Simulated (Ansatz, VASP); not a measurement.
**Two plane-wave programs on CsI**

The input INCAR:

```
PREC     = Accurate       # precision mode
ENCUT    = 500            # plane-wave cutoff, eV
EDIFF    = 1E-6           # SCF threshold, eV
ISMEAR   = 0              # smearing method
SIGMA    = 0.05           # smearing width, eV
LREAL    = False          # projectors in reciprocal space
LASPH    = True           # aspherical terms in the spheres
NELM     = 200            # most SCF steps
ALGO     = Normal         # electronic algorithm
ISIF     = 2              # what is computed and relaxed
LWAVE    = False          # write WAVECAR
LCHARG   = False          # write CHGCAR
MAGMOM   = 0 0 0 0 0 0    # initial moments
LORBIT   = 11             # projections on sites
LSORBIT  = True           # spin-orbit coupling
GGA_COMPAT= False        
LORBMOM  = True         
GGA      = PE             # functional
NBANDS   = 28             # bands
```

The input KPOINTS:

```
regular mesh
0
Gamma
  6 6 6
```

Contents of POSCAR:

```
CsI
1.0
    4.6675714917      0.0000000000      0.0000000000
    0.0000000000      4.6675714917      0.0000000000
    0.0000000000      0.0000000000      4.6675714917
Cs I
1 1
Direct
    0.0000000000      0.0000000000      0.0000000000
    0.5000000000      0.5000000000      0.5000000000
```

Input for Ansatz:

```yaml
crystal:
  lattice:
    - [4.6675714917, 0.0, 0.0]
    - [0.0, 4.6675714917, 0.0]
    - [0.0, 0.0, 4.6675714917]
  atoms:
    - { symbol: Cs, position: [0.0, 0.0, 0.0] }
    - { symbol: I, position: [0.5, 0.5, 0.5] }
basis:
  ecutwfc: 420
  ecutrho_ratio: 4
kpoints:
  mp_grid: { grid: [6, 6, 6] }
hamiltonian:
  xc: pbe
scf:
  occupations: { method: gaussian, width: 0.05 }
  mixing: { preconditioner: kerker }
output:
  forces: true
  stress: true
magnetization:
  noncollinear: true
  spin_orbit: true
```

Alike in both runs: task single point; functional PBE; k mesh 6 × 6 × 6; occupations gaussian, width 0.05 eV; non-collinear spin, spin-orbit coupling.

```csv
,VASP,Ansatz
version,VASP 6.6.1,Ansatz 0.2.0
potentials or method,"VASP PAW PBE potentials, release 64 (Cs_sv, I), cutoff 500 eV","plane waves, PAW"
valence electrons in the cell,16,26
```

```csv
,VASP,Ansatz,Ansatz less VASP
pressure (GPa),0.0,0.0,-0.02
```

With one functional, cell and mesh, what is left measures potentials, basis and numerics. VASP's potentials hold 16 valence electrons a cell and Ansatz's 26, so a difference there can come from the potentials and not from the codes.
